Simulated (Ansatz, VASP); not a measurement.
**Two plane-wave programs on AlH5**

```
CELL_PARAMETERS angstrom
0.00000 2.47052 2.47052
2.47052 0.00000 2.47052
2.47052 2.47052 0.00000
ATOMIC_POSITIONS crystal
Al 0.00000 0.00000 0.00000
H 0.38147 0.38147 0.85558
H 0.38147 0.85558 0.38147
H 0.85558 0.38147 0.38147
H 0.38147 0.38147 0.38147
H 0.75000 0.75000 0.75000
```

Change from the starting cell: species swapped into the ErCu5 type (F-43m, No. 216).

Alike in both runs: functional PBE; k mesh 6 × 6 × 6; occupations gaussian, width 0.1 eV; no spin polarisation.

Ansatz relaxed the structure, and its values are those at the end. VASP's run is a single point on that final structure, the one shown.

|  | VASP | Ansatz |
| --- | --- | --- |
| version | VASP 6.6.1 | Ansatz 0.2.0 |
| potentials or method | VASP PAW PBE potentials, release 64 (Al, H), cutoff 520 eV | scalar-relativistic, plane waves, PAW |
| valence electrons in the cell | 8 | 8 |

Ansatz gave:

```
gap on the k mesh at the Fermi level (eV) : none
pressure (GPa)                            : -0.3
rms of the force components (eV/Å)        : 0.013
```

Q: Estimate VASP's values.

A: gap on the k mesh at the Fermi level (eV): none; pressure (GPa): -0.6; rms of the force components (eV/Å): 0.011.

A gap of «none» marks a metal or a gap that the smearing closes.

The k mesh is coarse, so the values compare programs but aren't converged.
